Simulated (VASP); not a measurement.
# ZnSe (F-43m) in VASP: a series of runs

The runs below take ZnSe through vibrations by perturbation theory, with PBEsol.

Everything below comes from runs of VASP 6.6.1. Logs are shortened: lines on timing, memory, paths and dates and some standing lists are left out, and cuts for length are marked.

## (1) The cell of the first run

The structure is cubic, space group F-43m (No. 216). Conventional cell: a = 5.576 Å, b = 5.576 Å, c = 5.576 Å, α = 90.00°, β = 90.00°, γ = 90.00°. Within 3.2 Å of Zn (site symmetry -43m) lie 4 Se at 2.41 Å. Se (site symmetry -43m) has 4 Zn at 2.41 Å within 3.2 Å.

## (2) Vibrations by perturbation theory, PBEsol (volume scaled by 0.970)

INCAR

```
  ALGO = Normal
  EDIFF = 1E-8
  ENCUT = 500
  GGA = PS
  GGA_COMPAT = False
  IBRION = 8
  ISIF = 2
  ISMEAR = 0
  LASPH = True
  LCHARG = False
  LREAL = False
  LWAVE = False
  NBANDS = 16
  NELM = 120
  NSW = 1
  PREC = Accurate
  SIGMA = 0.01
```

KPOINTS

```
k-points
0
Gamma
  8 8 8
```

POSCAR

```
ZnSe
1.0
    0.0000000000      2.7881401235      2.7881401235
    2.7881401235      0.0000000000      2.7881401235
    2.7881401235      2.7881401235      0.0000000000
Zn Se
1 1
Direct
    0.0000000000      0.0000000000      0.0000000000
    0.7500000000      0.7500000000      0.7500000000
```

Potentials or basis: VASP PAW PBE potentials, release 64 (Zn, Se).

Started as:

```bash
> cat potpaw_PBE.64/Zn/POTCAR potpaw_PBE.64/Se/POTCAR > POTCAR
> mpirun -np 1 vasp_std > vasp.out
```

OUTCAR:

```text
EDIFF = 1E-8
   ENCUT = 500
   GGA = PS
   IBRION = 8
   ISIF = 2
   ISMEAR = 0
   LASPH = True
   LREAL = False
   NELM = 120
   NSW = 1
   PREC = Accurate

 ion  position               nearest neighbor table
   1  0.000  0.000  0.000-   2 2.41   2 2.41   2 2.41   2 2.41
   2  0.750  0.750  0.750-   1 2.41   1 2.41   1 2.41   1 2.41

  LATTYP: Found a face centered cubic cell.
 ALAT       =     5.5762802470

  Lattice vectors:

 A1 = (   0.0000000000,   2.7881401235,   2.7881401235)
 A2 = (   2.7881401235,   0.0000000000,   2.7881401235)
 A3 = (   2.7881401235,   2.7881401235,   0.0000000000)

Analysis of symmetry for initial positions (statically):
=====================================================================
 Subroutine PRICEL returns:
 Original cell was already a primitive cell.

 Routine SETGRP: Setting up the symmetry group for a
 face centered cubic supercell.

 Subroutine GETGRP returns: Found 24 space group operations
 (whereof 24 operations were pure point group operations)
 out of a pool of 48 trial point group operations.

The static configuration has the point symmetry T_d .

Analysis of symmetry for dynamics (positions and initial velocities):
=====================================================================
 Subroutine PRICEL returns:
 Original cell was already a primitive cell.

 Routine SETGRP: Setting up the symmetry group for a
 face centered cubic supercell.

 Subroutine GETGRP returns: Found 24 space group operations
 (whereof 24 operations were pure point group operations)
 out of a pool of 48 trial point group operations.

The dynamic configuration has the point symmetry T_d .

 Subroutine INISYM returns: Found 24 space group operations
 (whereof 24 operations are pure point group operations),
 and found     1 'primitive' translations

----------------------------------------------------------------------------------------

[... 616 lines left out ...]
  external PRESSURE =      24.3507563 kB  Pullay stress =       0.0000000 kB

 VOLUME and BASIS-vectors are now :
 -----------------------------------------------------------------------------
  energy-cutoff  :      500.00
  volume of cell :       43.35
      direct lattice vectors                 reciprocal lattice vectors
     0.000000000  2.788140123  2.788140123    -0.179331016  0.179331016  0.179331016
     2.788140123  0.000000000  2.788140123     0.179331016 -0.179331016  0.179331016
     2.788140123  2.788140123  0.000000000     0.179331016  0.179331016 -0.179331016

 POSITION                                       TOTAL-FORCE (eV/Angst)
 -----------------------------------------------------------------------------------
      0.00000      0.00000      0.00000        -0.000000     -0.000000     -0.000000
      4.18221      4.18221      4.18221         0.000000      0.000000      0.000000
 -----------------------------------------------------------------------------------
    total drift:                               -0.000000     -0.000000     -0.000000

  FREE ENERGIE OF THE ION-ELECTRON SYSTEM (eV)
  ---------------------------------------------------
  free  energy   TOTEN  =        -6.7618295784 eV

  energy  without entropy=       -6.7618295784  energy(sigma->0) =       -6.76182958

[... ionic steps 2 to 3 ...]

--------------------------------------- Ionic step        4  -------------------------------------------

------------------------ aborting loop because EDIFF is reached ----------------------------------------

[... ionic steps 5 to 6 ...]

--------------------------------------- Ionic step        7  -------------------------------------------

 Free energy of the ion-electron system (eV)
  ---------------------------------------------------
  ---------------------------------------------------
  free energy    TOTEN  =        -0.08208494 eV

  energy without entropy =       -0.08208494

------------------------ aborting loop because EDIFF is reached ----------------------------------------

 INTERNAL STRAIN TENSOR  FOR ION    2  DIRECTION 1   (eV/Angst):
 -----------------------------------------------------------------------------
    -0.01879  0.00000  0.00000
     0.00000  0.01566  6.81058
     0.00000  6.81058  0.01566

 INTERNAL STRAIN TENSOR FOR ION    2 for displacements in x,y,z  (eV/Angst):
          X           Y           Z          XY          YZ          ZX
  --------------------------------------------------------------------------------
  x     0.00000     0.00000     0.00000     0.00000     6.81058     0.00000
  y     0.00000     0.00000     0.00000     0.00000     0.00000     6.81058
  z     0.00000     0.00000     0.00000     6.81058     0.00000     0.00000

 SECOND DERIVATIVES (NOT SYMMETRIZED)
 ------------------------------------
               1X          1Y          1Z          2X          2Y          2Z
  1X    -6.386371    0.000000    0.000000    6.386371    0.000000    0.000000
  1Y     0.000000   -6.386371    0.000000    0.000000    6.386371    0.000000
  1Z     0.000000    0.000000   -6.386371    0.000000    0.000000    6.386371
  2X     6.457333    0.000000    0.000000   -6.457333    0.000000    0.000000
  2Y     0.000000    6.457333    0.000000    0.000000   -6.457333    0.000000
  2Z     0.000000    0.000000    6.457333    0.000000    0.000000   -6.457333

 Eigenvectors and eigenvalues of the dynamical matrix
 ----------------------------------------------------

   1 f  =    6.622452 THz    41.610095 2PiTHz  220.901232 cm-1    27.388250 meV
             X         Y         Z           dx          dy          dz
      0.000000  0.000000  0.000000     0.000000    0.000000    0.737742
      4.182210  4.182210  4.182210     0.000000    0.000000   -0.675083
[... 21 lines left out ...]
   6 f/i=    0.018223 THz     0.114498 2PiTHz    0.607853 cm-1     0.075364 meV
             X         Y         Z           dx          dy          dz
      0.000000  0.000000  0.000000    -0.675042    0.004088    0.006193
      4.182210  4.182210  4.182210    -0.737698    0.004468    0.006768

--------------------------------------------------------------------------------------------------------

 ELASTIC MODULI CONTR FROM IONIC RELAXATION (kBar)
 Direction    XX          YY          ZZ          XY          YZ          ZX
 --------------------------------------------------------------------------------
 XX          -0.0000     -0.0000     -0.0000      0.0000     -0.0000      0.0000
 YY          -0.0000     -0.0000      0.0000      0.0000     -0.0000     -0.0000
 ZZ          -0.0000      0.0000     -0.0000     -0.0000     -0.0000      0.0000
 XY           0.0000      0.0000     -0.0000   -267.3307      0.0000      0.0000
 YZ          -0.0000     -0.0000     -0.0000      0.0000   -267.3307      0.0000
 ZX           0.0000     -0.0000      0.0000      0.0000      0.0000   -267.3307
 --------------------------------------------------------------------------------
```

OSZICAR:

```text
N       E                     dE             d eps       ncg     rms          rms(c)
DAV:   1     0.858915765558E+02    0.85892E+02   -0.85461E+03   928   0.127E+03
DAV:   2    -0.182014819224E+01   -0.87712E+02   -0.82618E+02  1032   0.251E+02
DAV:   3    -0.703050414438E+01   -0.52104E+01   -0.51915E+01  1176   0.599E+01
DAV:   4    -0.706925088633E+01   -0.38747E-01   -0.38744E-01  1104   0.554E+00
[... 40 lines left out ...]
RMM:   8    -0.820849816858E-01   -0.19890E-05   -0.43811E-08  5704   0.208E-04    0.422E-05
RMM:   9    -0.820850141625E-01   -0.32477E-07   -0.21393E-08  5402   0.818E-05    0.949E-06
RMM:  10    -0.820849241360E-01    0.90027E-07   -0.39941E-09  5673   0.155E-05    0.470E-06
RMM:  11    -0.820849391978E-01   -0.15062E-07   -0.27399E-09  5147   0.630E-06    0.187E-06
RMM:  12    -0.820849436455E-01   -0.44477E-08   -0.81612E-10  4069   0.194E-06    0.193E-07
 Linear response finished
```

It took 1.7 min on 1 thread of Intel Xeon 6975P-C (Granite Rapids), shared host; peak memory 0.29 GiB.

Results:

- Highest phonon frequency at Γ, LO-TO splitting left out: 221 cm⁻¹

Phonon frequencies in cm⁻¹ (negative: imaginary):
| q point | frequencies |
| --- | --- |
| (0.000, 0.000, 0.000) | -1 -1 -1 221 221 221 |

Caveat: the cell differs from its parent crystal (volume scaled by 0.970); the cell wasn't relaxed at this level first, which shifts response properties; the PAW data sets were made with another functional, which shifts forces and pressure a little.

## (3) Vibrations by perturbation theory, PBEsol

This run uses another cell than the first one, of 22.34 Å³/atom, 1.031 times its volume.

INCAR

```
SYSTEM = ZnSe
ALGO = Normal ; EDIFF = 1E-8
ENCUT = 500 ; GGA = PS
GGA_COMPAT = .False. ; IBRION = 8
ISIF = 2 ; ISMEAR = 0
LASPH = .True. ; LCHARG = .False.
LREAL = .False. ; LWAVE = .False.
NBANDS = 16 ; NELM = 120
NSW = 1 ; PREC = Accurate
SIGMA = 0.01
```

KPOINTS

```
k-points
0
Gamma
  8 8 8
  0 0 0
```

POSCAR

```
ZnSe
1.0
    0.0000000000      2.8165924980      2.8165924980
    2.8165924980      0.0000000000      2.8165924980
    2.8165924980      2.8165924980      0.0000000000
Zn Se
1 1
Direct
    0.0000000000      0.0000000000      0.0000000000
    0.7500000000      0.7500000000      0.7500000000
```

Potentials or basis: VASP PAW PBE potentials, release 64 (Zn, Se).

Started as:

```bash
> cat potpaw_PBE.64/Zn/POTCAR potpaw_PBE.64/Se/POTCAR > POTCAR
> mpirun -np 1 vasp_std > vasp.out
```

OUTCAR:

```text
SYSTEM = ZnSe
   EDIFF = 1E-8
   ENCUT = 500
   GGA = PS
   IBRION = 8
   ISIF = 2
   ISMEAR = 0
   LASPH = .True.
   LREAL = .False.
   NELM = 120
   NSW = 1
   PREC = Accurate

 ion  position               nearest neighbor table
   1  0.000  0.000  0.000-   2 2.44   2 2.44   2 2.44   2 2.44
   2  0.750  0.750  0.750-   1 2.44   1 2.44   1 2.44   1 2.44

  LATTYP: Found a face centered cubic cell.
 ALAT       =     5.6331849960

  Lattice vectors:

 A1 = (   0.0000000000,   2.8165924980,   2.8165924980)
 A2 = (   2.8165924980,   0.0000000000,   2.8165924980)
 A3 = (   2.8165924980,   2.8165924980,   0.0000000000)

Analysis of symmetry for initial positions (statically):
=====================================================================
 Subroutine PRICEL returns:
 Original cell was already a primitive cell.

 Routine SETGRP: Setting up the symmetry group for a
 face centered cubic supercell.

 Subroutine GETGRP returns: Found 24 space group operations
 (whereof 24 operations were pure point group operations)
 out of a pool of 48 trial point group operations.

The static configuration has the point symmetry T_d .

Analysis of symmetry for dynamics (positions and initial velocities):
=====================================================================
 Subroutine PRICEL returns:
 Original cell was already a primitive cell.

 Routine SETGRP: Setting up the symmetry group for a
 face centered cubic supercell.

 Subroutine GETGRP returns: Found 24 space group operations
 (whereof 24 operations were pure point group operations)
[... 642 lines left out ...]
    total drift:                                0.000000      0.000000     -0.000000

  FREE ENERGIE OF THE ION-ELECTRON SYSTEM (eV)
  ---------------------------------------------------
  free  energy   TOTEN  =        -6.7730215512 eV

  energy  without entropy=       -6.7730215512  energy(sigma->0) =       -6.77302155

[... ionic steps 2 to 3 ...]

--------------------------------------- Ionic step        4  -------------------------------------------

------------------------ aborting loop because EDIFF is reached ----------------------------------------

[... ionic steps 5 to 6 ...]

--------------------------------------- Ionic step        7  -------------------------------------------

 Free energy of the ion-electron system (eV)
  ---------------------------------------------------
  ---------------------------------------------------
  free energy    TOTEN  =        -0.08222414 eV

  energy without entropy =       -0.08222414

------------------------ aborting loop because EDIFF is reached ----------------------------------------

 INTERNAL STRAIN TENSOR  FOR ION    2  DIRECTION 1   (eV/Angst):
 -----------------------------------------------------------------------------
    -0.01807  0.00000  0.00000
     0.00000  0.01472  5.67102
     0.00000  5.67102  0.01472

 INTERNAL STRAIN TENSOR FOR ION    2 for displacements in x,y,z  (eV/Angst):
          X           Y           Z          XY          YZ          ZX
  --------------------------------------------------------------------------------
  x     0.00000     0.00000     0.00000     0.00000     5.67102     0.00000
  y     0.00000     0.00000     0.00000     0.00000     0.00000     5.67102
  z     0.00000     0.00000     0.00000     5.67102     0.00000     0.00000

 SECOND DERIVATIVES (NOT SYMMETRIZED)
 ------------------------------------
               1X          1Y          1Z          2X          2Y          2Z
  1X    -5.799982    0.000000    0.000000    5.799982    0.000000    0.000000
  1Y     0.000000   -5.799982    0.000000    0.000000    5.799982    0.000000
  1Z     0.000000    0.000000   -5.799982    0.000000    0.000000    5.799982
  2X     5.827233    0.000000    0.000000   -5.827233    0.000000    0.000000
  2Y     0.000000    5.827233    0.000000    0.000000   -5.827233    0.000000
  2Z     0.000000    0.000000    5.827233    0.000000    0.000000   -5.827233

 Eigenvectors and eigenvalues of the dynamical matrix
 ----------------------------------------------------

   1 f  =    6.301953 THz    39.596340 2PiTHz  210.210531 cm-1    26.062772 meV
             X         Y         Z           dx          dy          dz
      0.000000  0.000000  0.000000     0.000000    0.738811    0.000000
      4.224889  4.224889  4.224889     0.000000   -0.673913    0.000000
[... 21 lines left out ...]
   6 f/i=    0.007354 THz     0.046207 2PiTHz    0.245304 cm-1     0.030414 meV
             X         Y         Z           dx          dy          dz
      0.000000  0.000000  0.000000     0.000000    0.000000   -0.673913
      4.224889  4.224889  4.224889     0.000000    0.000000   -0.738811

--------------------------------------------------------------------------------------------------------

 ELASTIC MODULI CONTR FROM IONIC RELAXATION (kBar)
 Direction    XX          YY          ZZ          XY          YZ          ZX
 --------------------------------------------------------------------------------
 XX          -0.0000     -0.0000     -0.0000     -0.0000     -0.0000      0.0000
 YY          -0.0000     -0.0000     -0.0000     -0.0000     -0.0000     -0.0000
 ZZ          -0.0000     -0.0000     -0.0000     -0.0000     -0.0000     -0.0000
 XY          -0.0000     -0.0000     -0.0000   -198.7772     -0.0000     -0.0000
 YZ          -0.0000     -0.0000     -0.0000     -0.0000   -198.7772      0.0000
 ZX           0.0000     -0.0000     -0.0000     -0.0000      0.0000   -198.7772
 --------------------------------------------------------------------------------
```

stdout:

```text
POSCAR found type information on POSCAR ZnSe
 POSCAR found :  2 types and       2 ions
 scaLAPACK will be used
 -----------------------------------------------------------------------------
|                                                                             |
|                                                                             |
|     You enforced a specific xc type in the INCAR file but a different       |
|     I HOPE YOU KNOW WHAT YOU ARE DOING!                                     |
|                                                                             |
 -----------------------------------------------------------------------------

 LDA part: xc-table for (Slater+PW92), standard interpolation
 POSCAR, INCAR and KPOINTS ok, starting setup
 FFT: planning ... GRIDC
 FFT: planning ... GRID_SOFT
 FFT: planning ... GRID
 WAVECAR not read
 entering main loop
 Linear response reoptimize wavefunctions to high precision
 Linear response DOF=           2
 Linear response progress:
 first order change of Fermi-energy  -0.71727E-04
 force on displaced ion       1 direction 1 :  -5.800  -0.000  -0.000
 Linear response progress:
 first order change of Fermi-energy   0.32314E-03
 force on displaced ion       2 direction 1 :  -5.827   0.000   0.000
 Linear response finished
```

It took 1.7 min on 1 thread of Intel Xeon 6975P-C (Granite Rapids), shared host; peak memory 0.3 GiB.

Results:

```
Highest phonon frequency at Γ, LO-TO splitting left out : 210 cm⁻¹
```

Phonon frequencies in cm⁻¹ (negative: imaginary):
```csv
q point,frequencies
"(0.000, 0.000, 0.000)",0 0 0 210 210 210
```

Caveat: the PAW data sets were made with another functional, which shifts forces and pressure a little.

[end of part 1 of 2]
